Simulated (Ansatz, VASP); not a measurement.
Ta: VASP beside Ansatz

```xyz
1
Lattice="-1.6264 1.6264 1.6264 1.6264 -1.6264 1.6264 1.6264 1.6264 -1.6264" Properties=species:S:1:pos:R:3 pbc="T T T"
Ta    0.0000    0.0000    0.0000
```

Alike in both runs: task relaxation of cell and atoms; functional LDA; k mesh 16 × 16 × 16; occupations fermi-dirac, width 0.15 eV; no spin polarisation.

|  | VASP | Ansatz |
| --- | --- | --- |
| version | VASP 6.6.1 | Ansatz 0.2.0 |
| potentials or method | VASP PAW LDA potentials, release 64 (Ta_pv), cutoff 600 eV | scalar-relativistic, plane waves, PAW |
| valence electrons in the cell | 11 | 13 |

|  | VASP | Ansatz | Ansatz less VASP |
| --- | --- | --- | --- |
| gap on the k mesh at the Fermi level, each at its own relaxed structure (eV) | none | none | - |
| relaxed volume (Å³/atom) | 17.32 | 17.25 | -0.069 |
| relaxed cell length with the largest relative difference (Å) | 2.823 | 2.819 | -0.0038 |

Ansatz warns that its potentials were made for another functional, while VASP's fit it. LDA's correlation is that of Perdew and Zunger in VASP and of Perdew and Wang (1992) in Ansatz. A gap of «none» marks a metal or a gap that the smearing closes. VASP's potentials hold 11 valence electrons a cell and Ansatz's 13, so a difference there can come from the potentials and not from the codes.

Spin-orbit coupling is off throughout.
